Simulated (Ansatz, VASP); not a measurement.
# AlGa2P3: VASP beside Ansatz

```
Al Ga P
1.0
     3.81503    0.00000    0.00000
    -1.90751    3.30391    0.00000
     0.00000    0.00000    9.34215
Al Ga P
1 2 3
Cartesian
  0.0000 0.0000 -0.0026
  1.9075 1.1013 6.2274
  0.0000 2.2026 3.1152
  1.9075 1.1013 8.5699
  0.0000 2.2026 5.4490
  0.0000 0.0000 2.3319
```

Alike in both runs: task single point; functional PBE; k mesh 6 × 6 × 2; no spin polarisation.

|  | VASP | Ansatz |
| --- | --- | --- |
| version | VASP 6.6.1 | Ansatz 0.2.0 |
| potentials or method | VASP PAW PBE potentials, release 64 (Al, Ga_d, P) | plane waves, PAW |
| plane-wave cutoff (eV) | 500 | 420 |
| occupations | gaussian, width 0.01 eV | fixed |
| valence electrons in the cell | 44 | 44 |

|  | VASP | Ansatz | Ansatz less VASP |
| --- | --- | --- | --- |
| gap on the k mesh at the Fermi level (eV) | 1.51 | 1.51 | 0.000 |
| pressure (GPa) | 5.5 | 5.6 | +0.08 |
| traceless stress, the component that is largest in VASP (GPa) | -0.13 | -0.13 | -0.002 |
| rms of the force components (eV/Å) | 0.006 | 0.007 | +0.0014 |

Atom by atom the forces differ by 0.001 eV/Å (rms over components).
